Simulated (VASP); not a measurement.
# Al in VASP: further runs, part 2 of 2

VASP 6.6.1.

## 3. Single point, PBE

INCAR reads:

```
SYSTEM = Al
  ALGO = Normal
  DIPOL = 0.5 0.5 0.500
  EDIFF = 1E-6
  EFIELD = -0.1
  ENCUT = 400
  GGA = PE
  GGA_COMPAT = .False.
  IDIPOL = 3
  ISIF = 2
  ISMEAR = 1
  LASPH = .True.
  LCHARG = .True.
  LDIPOL = .True.
  LELF = .True.
  LREAL = .False.
  LVACPOTAV = .True.
  LVHAR = .True.
  LWAVE = .False.
  NBANDS = 12
  NELM = 120
  NELMDL = -8
  PREC = Accurate
  SIGMA = 0.1
```

KPOINTS reads:

```
k-points
0
Gamma
  7 7 1
  0 0 0
```

POSCAR reads:

```
Al
1.0
    2.8635066922      0.0000000000      0.0000000000
    0.0000000000      2.8635066922      0.0000000000
    0.0000000000      0.0000000000     16.0496100000
Al
3
Direct
    0.0000000000      0.0000000000      0.3738408597
    0.5000000000      0.5000000000      0.5000000000
    1.0000000000      0.0000000000      0.6261591403
```

Potentials or basis: VASP PAW PBE potentials, release 64 (Al).

Started as:

```sh
$ cat potpaw_PBE.64/Al/POTCAR > POTCAR
$ mpirun -np 1 vasp_std > vasp.out
```

OUTCAR:

```text
SYSTEM = Al
   EDIFF = 1E-6
   ENCUT = 400
   GGA = PE
   ISIF = 2
   ISMEAR = 1
   LASPH = .True.
   LREAL = .False.
   NELM = 120
   NELMDL = -8
   PREC = Accurate

 ion  position               nearest neighbor table
   1  0.000  0.000  0.374-   2 2.86   2 2.86   2 2.86   2 2.86
   2  0.500  0.500  0.500-   1 2.86   3 2.86   1 2.86   3 2.86   1 2.86   3 2.86   1 2.86   3 2.86

   3  0.000  0.000  0.626-   2 2.86   2 2.86   2 2.86   2 2.86

  LATTYP: Found a simple tetragonal cell.
 ALAT       =     2.8635066922
 C/A-ratio  =     5.6048795149

  Lattice vectors:

 A1 = (   2.8635066922,   0.0000000000,   0.0000000000)
 A2 = (   0.0000000000,   2.8635066922,   0.0000000000)
 A3 = (   0.0000000000,   0.0000000000,  16.0496100000)

Analysis of symmetry for initial positions (statically):
=====================================================================
 Subroutine PRICEL returns:
 Original cell was already a primitive cell.

 Routine SETGRP: Setting up the symmetry group for a
 simple tetragonal supercell.
[... 173 lines left out ...]
      5       2.4589      0.00000
      6       4.3635      0.00000
      7       4.7540      0.00000
      8       6.4590      0.00000
      9       6.7294      0.00000
     10       6.7294      0.00000
     11       7.5409      0.00000
     12       7.7073      0.00000
[... 121 lines left out ...]
 k-point    10 :       0.4286    0.4286    0.0000
  band No.  band energies     occupation
      1      -3.4136      2.00000
      2      -1.5471      2.00000
      3      -1.3317      2.00000
      4      -0.1590      2.00000
      5       0.4536     -0.03184
      6       1.6921     -0.00000
      7       1.8835     -0.00000
      8       1.9624     -0.00000
      9       3.6316      0.00000
     10       3.7108      0.00000
     11       4.7584      0.00000
     12       5.0177      0.00000

------------------------ aborting loop because EDIFF is reached ----------------------------------------

  FORCE on cell =-STRESS in cart. coord.  units (eV):
  Direction    XX          YY          ZZ          XY          YZ          ZX
  --------------------------------------------------------------------------------------
  -------------------------------------------------------------------------------------
  Total       -1.3320007     -1.3320007     -0.0474866      0.0000000      0.0000000      0.0000000
  in kB      -16.2163886    -16.2163886     -0.5781243      0.0000000      0.0000000      0.0000000
  external PRESSURE =     -11.0036339 kB  Pullay stress =       0.0000000 kB

 VOLUME and BASIS-vectors are now :
 -----------------------------------------------------------------------------
  energy-cutoff  :      400.00
  volume of cell :      131.60
      direct lattice vectors                 reciprocal lattice vectors
     2.863506692  0.000000000  0.000000000     0.349222163  0.000000000  0.000000000
     0.000000000  2.863506692  0.000000000     0.000000000  0.349222163  0.000000000
     0.000000000  0.000000000 16.049610000     0.000000000  0.000000000  0.062306810

 POSITION                                       TOTAL-FORCE (eV/Angst)
 -----------------------------------------------------------------------------------
      0.00000      0.00000      6.00000         0.000000     -0.000000      0.011030
      1.43175      1.43175      8.02481         0.000000      0.000000     -0.002357
      0.00000      0.00000     10.04961         0.000000     -0.000000     -0.008674
 -----------------------------------------------------------------------------------
    total drift:                               -0.000000     -0.000000     -0.000004

  FREE ENERGIE OF THE ION-ELECTRON SYSTEM (eV)
  ---------------------------------------------------
  free  energy   TOTEN  =       -10.3252933864 eV

  energy  without entropy=      -10.3227081985  energy(sigma->0) =      -10.32443166

 vacuum level on the upper side and lower side of the slab         5.025         4.377
```

stdout:

```text
POSCAR found type information on POSCAR Al
 POSCAR found :  1 types and       3 ions
 scaLAPACK will be used
 LDA part: xc-table for (Slater+PW92), standard interpolation
 POSCAR, INCAR and KPOINTS ok, starting setup
 FFT: planning ... GRIDC
 FFT: planning ... GRID_SOFT
 FFT: planning ... GRID
 WAVECAR not read
 entering main loop
 -----------------------------------------------------------------------------
|                                                                             |
|           W    W    AA    RRRRR   N    N  II  N    N   GGGG   !!!           |
|           W    W   A  A   R    R  NN   N  II  NN   N  G    G  !!!           |
|           W    W  A    A  R    R  N N  N  II  N N  N  G       !!!           |
|           W WW W  AAAAAA  RRRRR   N  N N  II  N  N N  G  GGG   !            |
|           WW  WW  A    A  R   R   N   NN  II  N   NN  G    G                |
|           W    W  A    A  R    R  N    N  II  N    N   GGGG   !!!           |
|                                                                             |
|     Did not find any points to average over, which means that no vacuum     |
|     field-free region was found. Please increase the size of  your cell     |
|     in the dimension of the dipole correction to obtain accurate            |
|     workfunction values.                                                    |
|                                                                             |
 -----------------------------------------------------------------------------
```

Wall time 17 s (1 thread of Intel Xeon Platinum 8259CL at 2.50GHz (Skylake/Cascade Lake), shared host); peak memory 0.18 GiB.

What came out:

| Property | Result |
| --- | --- |
| Free energy | -10.3253 eV |
| Largest force | 0.011 eV/Å |
| Band gap on the k mesh | zero (an odd number of electrons rules out a gap without spin polarisation) |

Forces in eV/Å, atoms in the order of the input:
```
Al   0.000  0.000  0.011
Al   0.000  0.000 -0.002
Al   0.000  0.000 -0.009
```

## 4. Single point, PBE

INCAR reads:

```
SYSTEM = Al
PREC = Accurate
ENCUT = 400
EDIFF = 1E-6
ISMEAR = 1
SIGMA = 0.1
LREAL = .FALSE.
LASPH = .TRUE.
NELM = 120
ALGO = Normal
ISIF = 2
LWAVE = .FALSE.
LCHARG = .FALSE.
LDIPOL = .TRUE.
IDIPOL = 3
DIPOL = 0.5 0.5 0.500
GGA = PE
NBANDS = 12
EFIELD = -0.2
GGA_COMPAT = .FALSE.
NELMDL = -8
```

KPOINTS reads:

```
regular mesh
0
G
  7 7 1
  0 0 0
```

POSCAR is that of step 3.

Potentials or basis: VASP PAW PBE potentials, release 64 (Al).

Started as:

```sh
$ cat potpaw_PBE.64/Al/POTCAR > POTCAR
$ mpirun -np 1 vasp_std > vasp.out
```

OUTCAR:

```text
SYSTEM = Al
   PREC = Accurate
   ENCUT = 400
   EDIFF = 1E-6
   ISMEAR = 1
   LREAL = .FALSE.
   LASPH = .TRUE.
   NELM = 120
   ISIF = 2
   GGA = PE
   NELMDL = -8

 ion  position               nearest neighbor table
   1  0.000  0.000  0.374-   2 2.86   2 2.86   2 2.86   2 2.86
   2  0.500  0.500  0.500-   1 2.86   3 2.86   1 2.86   3 2.86   1 2.86   3 2.86   1 2.86   3 2.86

   3  0.000  0.000  0.626-   2 2.86   2 2.86   2 2.86   2 2.86

  LATTYP: Found a simple tetragonal cell.
 ALAT       =     2.8635066922
 C/A-ratio  =     5.6048795149

  Lattice vectors:

 A1 = (   2.8635066922,   0.0000000000,   0.0000000000)
 A2 = (   0.0000000000,   2.8635066922,   0.0000000000)
 A3 = (   0.0000000000,   0.0000000000,  16.0496100000)

Analysis of symmetry for initial positions (statically):
=====================================================================
 Subroutine PRICEL returns:
 Original cell was already a primitive cell.

 Routine SETGRP: Setting up the symmetry group for a
 simple tetragonal supercell.

 Subroutine GETGRP returns: Found 16 space group operations
[... 178 lines left out ...]
     12       7.7694      0.00000
[... 121 lines left out ...]
 k-point    10 :       0.4286    0.4286    0.0000
  band No.  band energies     occupation
      1      -3.4154      2.00000
      2      -1.5489      2.00000
      3      -1.3334      2.00000
      4      -0.1607      2.00000
      5       0.4519     -0.03183
      6       1.6903     -0.00000
      7       1.8817     -0.00000
      8       1.9609     -0.00000
      9       3.6300      0.00000
     10       3.7091      0.00000
     11       4.7565      0.00000
     12       5.0164      0.00000

------------------------ aborting loop because EDIFF is reached ----------------------------------------

 vacuum level on the upper side and lower side of the slab       (xc-potential included)         0.754        -1.059

  FORCE on cell =-STRESS in cart. coord.  units (eV):
  Direction    XX          YY          ZZ          XY          YZ          ZX
  --------------------------------------------------------------------------------------
  -------------------------------------------------------------------------------------
  Total       -1.3294097     -1.3294097     -0.0529064      0.0000000      0.0000000      0.0000000
  in kB      -16.1848446    -16.1848446     -0.6441067      0.0000000      0.0000000      0.0000000
  external PRESSURE =     -11.0045986 kB  Pullay stress =       0.0000000 kB

 VOLUME and BASIS-vectors are now :
 -----------------------------------------------------------------------------
  energy-cutoff  :      400.00
  volume of cell :      131.60
      direct lattice vectors                 reciprocal lattice vectors
     2.863506692  0.000000000  0.000000000     0.349222163  0.000000000  0.000000000
     0.000000000  2.863506692  0.000000000     0.000000000  0.349222163  0.000000000
     0.000000000  0.000000000 16.049610000     0.000000000  0.000000000  0.062306810

 POSITION                                       TOTAL-FORCE (eV/Angst)
 -----------------------------------------------------------------------------------
      0.00000      0.00000      6.00000         0.000000     -0.000000      0.011624
      1.43175      1.43175      8.02481         0.000000      0.000000     -0.004730
      0.00000      0.00000     10.04961         0.000000     -0.000000     -0.006893
 -----------------------------------------------------------------------------------
    total drift:                               -0.000000     -0.000000     -0.000016

  FREE ENERGIE OF THE ION-ELECTRON SYSTEM (eV)
  ---------------------------------------------------
  free  energy   TOTEN  =       -10.3303348065 eV

  energy  without entropy=      -10.3277389440  energy(sigma->0) =      -10.32946952

 vacuum level on the upper side and lower side of the slab         5.385         3.682
```

OSZICAR:

```text
N       E                     dE             d eps       ncg     rms          rms(c)
DAV:   1     0.123868500866E+02    0.12387E+02   -0.24619E+03   240   0.404E+02
DAV:   2    -0.101509144044E+02   -0.22538E+02   -0.21632E+02   372   0.761E+01
DAV:   3    -0.109160033780E+02   -0.76509E+00   -0.75195E+00   308   0.128E+01
[... 15 lines left out ...]
DAV:  19    -0.103302848753E+02   -0.13981E-03   -0.50391E-06   268   0.949E-03    0.794E-03
DAV:  20    -0.103303238682E+02   -0.38993E-04   -0.44012E-06   260   0.664E-03    0.131E-03
DAV:  21    -0.103303320471E+02   -0.81789E-05   -0.55974E-07   260   0.295E-03    0.636E-04
DAV:  22    -0.103303346986E+02   -0.26515E-05   -0.29772E-07   252   0.165E-03    0.458E-04
DAV:  23    -0.103303348065E+02   -0.10792E-06   -0.33939E-08   232   0.632E-04
   1 F= -.10330335E+02 E0= -.10329470E+02  d E =-.259586E-02
```

Wall time 16 s (1 thread of Intel Xeon Platinum 8259CL at 2.50GHz (Skylake/Cascade Lake), shared host); peak memory 0.18 GiB.

Results:

```
Free energy            : -10.3303 eV
Largest force          : 0.012 eV/Å
Band gap on the k mesh : zero (an odd number of electrons rules out a gap without spin polarisation)
```

Forces on the atoms (eV/Å):
```
Al   0.000  0.000  0.012
Al   0.000  0.000 -0.005
Al   0.000  0.000 -0.007
```

## 5. Single point, PBE

INCAR reads:

```
SYSTEM = Al
  ALGO = Normal
  DIPOL = 0.5 0.5 0.500
  EDIFF = 1E-6
  EFIELD = -0.3
  ENCUT = 400
  GGA = PE
  GGA_COMPAT = .FALSE.
  IDIPOL = 3
  ISIF = 2
  ISMEAR = 1
  LASPH = .TRUE.
  LCHARG = .FALSE.
  LDIPOL = .TRUE.
  LREAL = .FALSE.
  LWAVE = .FALSE.
  NBANDS = 12
  NELM = 120
  NELMDL = -8
  PREC = Accurate
  SIGMA = 0.1
```

KPOINTS reads:

```
k-points
0
G
  7 7 1
  0 0 0
```

POSCAR is that of step 4.

Potentials or basis: VASP PAW PBE potentials, release 64 (Al).

Started as:

```sh
$ cat potpaw_PBE.64/Al/POTCAR > POTCAR
$ mpirun -np 1 vasp_std > vasp.out
```

OUTCAR:

```text
SYSTEM = Al
   EDIFF = 1E-6
   ENCUT = 400
   GGA = PE
   ISIF = 2
   ISMEAR = 1
   LASPH = .TRUE.
   LREAL = .FALSE.
   NELM = 120
   NELMDL = -8
   PREC = Accurate

 ion  position               nearest neighbor table
   1  0.000  0.000  0.374-   2 2.86   2 2.86   2 2.86   2 2.86
   2  0.500  0.500  0.500-   1 2.86   3 2.86   1 2.86   3 2.86   1 2.86   3 2.86   1 2.86   3 2.86

   3  0.000  0.000  0.626-   2 2.86   2 2.86   2 2.86   2 2.86

  LATTYP: Found a simple tetragonal cell.
[... 338 lines left out ...]
  Direction    XX          YY          ZZ          XY          YZ          ZX
  --------------------------------------------------------------------------------------
  -------------------------------------------------------------------------------------
  Total       -1.3252479     -1.3252479     -0.0617041      0.0000000      0.0000000      0.0000000
  in kB      -16.1341768    -16.1341768     -0.7512139      0.0000000      0.0000000      0.0000000
  external PRESSURE =     -11.0065225 kB  Pullay stress =       0.0000000 kB

 VOLUME and BASIS-vectors are now :
 -----------------------------------------------------------------------------
  energy-cutoff  :      400.00
  volume of cell :      131.60
      direct lattice vectors                 reciprocal lattice vectors
     2.863506692  0.000000000  0.000000000     0.349222163  0.000000000  0.000000000
     0.000000000  2.863506692  0.000000000     0.000000000  0.349222163  0.000000000
     0.000000000  0.000000000 16.049610000     0.000000000  0.000000000  0.062306810

 POSITION                                       TOTAL-FORCE (eV/Angst)
 -----------------------------------------------------------------------------------
      0.00000      0.00000      6.00000         0.000000      0.000000      0.011773
      1.43175      1.43175      8.02481         0.000000     -0.000000     -0.007041
      0.00000      0.00000     10.04961         0.000000      0.000000     -0.004732
 -----------------------------------------------------------------------------------
    total drift:                               -0.000000     -0.000000      0.000023

  FREE ENERGIE OF THE ION-ELECTRON SYSTEM (eV)
  ---------------------------------------------------
  free  energy   TOTEN  =       -10.3387396574 eV

  energy  without entropy=      -10.3361256940  energy(sigma->0) =      -10.33786834

 vacuum level on the upper side and lower side of the slab         5.789         3.253
```

OSZICAR:

```text
N       E                     dE             d eps       ncg     rms          rms(c)
DAV:   1     0.122202986414E+02    0.12220E+02   -0.24644E+03   240   0.404E+02
DAV:   2    -0.102731725193E+02   -0.22493E+02   -0.21534E+02   372   0.762E+01
DAV:   3    -0.110577304709E+02   -0.78456E+00   -0.77048E+00   308   0.130E+01
[... 15 lines left out ...]
DAV:  19    -0.103386529801E+02   -0.15182E-03   -0.52975E-06   264   0.985E-03    0.589E-03
DAV:  20    -0.103387152973E+02   -0.62317E-04   -0.56132E-06   260   0.800E-03    0.169E-03
DAV:  21    -0.103387360615E+02   -0.20764E-04   -0.30549E-06   264   0.521E-03    0.921E-04
DAV:  22    -0.103387392114E+02   -0.31499E-05   -0.49553E-07   256   0.240E-03    0.518E-04
DAV:  23    -0.103387396574E+02   -0.44601E-06   -0.16914E-07   216   0.128E-03
   1 F= -.10338740E+02 E0= -.10337868E+02  d E =-.261396E-02
```

stdout:

```text
POSCAR found type information on POSCAR Al
 POSCAR found :  1 types and       3 ions
 scaLAPACK will be used
 LDA part: xc-table for (Slater+PW92), standard interpolation
 POSCAR, INCAR and KPOINTS ok, starting setup
 FFT: planning ... GRIDC
 FFT: planning ... GRID_SOFT
 FFT: planning ... GRID
 WAVECAR not read
 entering main loop
```

Run time: 16 s. Hardware: 1 thread of Intel Xeon Platinum 8259CL at 2.50GHz (Skylake/Cascade Lake), shared host; peak memory 0.18 GiB.

What came out:

```
Free energy            : -10.3387 eV
Largest force          : 0.012 eV/Å
Band gap on the k mesh : zero (an odd number of electrons rules out a gap without spin polarisation)
```

Forces on the atoms (eV/Å):
```
Al   0.000  0.000  0.012
Al   0.000  0.000 -0.007
Al   0.000  0.000 -0.005
```

## 6. Overview

| electric field (eV/Å) | gap on the mesh (eV) | largest force (eV/Å) |
| --- | --- | --- |
| - | none | 0.01 |
| -0.1 eV/Å | none | 0.01 |
| -0.2 eV/Å | none | 0.01 |
| -0.3 eV/Å | none | 0.01 |

Alike in all rows: task single point; level PBE; potentials or basis VASP PAW PBE potentials, release 64 (Al); no spin polarisation; cell as given; k mesh 7 × 7 × 1; cutoff (eV) 400; smearing methfessel-paxton 0.1 eV.

Total energies depend on the potentials used, so only differences within one code and one set of settings carry meaning.
